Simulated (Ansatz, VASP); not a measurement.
# One calculation of CdF2, two programs

```
CELL_PARAMETERS angstrom
0.00000 2.74073 2.74073
2.74073 0.00000 2.74073
2.74073 2.74073 0.00000
ATOMIC_POSITIONS crystal
Cd 0.00000 0.00000 0.00000
F 0.25000 0.25000 0.25000
F 0.75000 0.75000 0.75000
```

Alike in both runs: functional PBE; k mesh 8 × 8 × 8; occupations gaussian, width 0.02 eV; no spin polarisation.

Ansatz relaxed the structure, and its values are those at the end. VASP's run is a single point on that final structure, the one shown.

```csv
,VASP,Ansatz
version,VASP 6.6.1,Ansatz 0.2.0
potentials or method,"VASP PAW PBE potentials, release 64 (Cd, F), cutoff 520 eV","scalar-relativistic, plane waves, PAW"
valence electrons in the cell,26,34
```

```tsv
	VASP	Ansatz	Ansatz less VASP
gap on the k mesh at the Fermi level (eV)	2.89	2.92	+0.029
least direct gap on the mesh (eV)	3.44	3.47	+0.029
pressure (GPa)	0.5	0.0	-0.54
```

The functional is the same, so the differences come from potentials, cutoffs and numerics. VASP's potentials hold 26 valence electrons a cell and Ansatz's 34, so a difference there can come from the potentials and not from the codes.
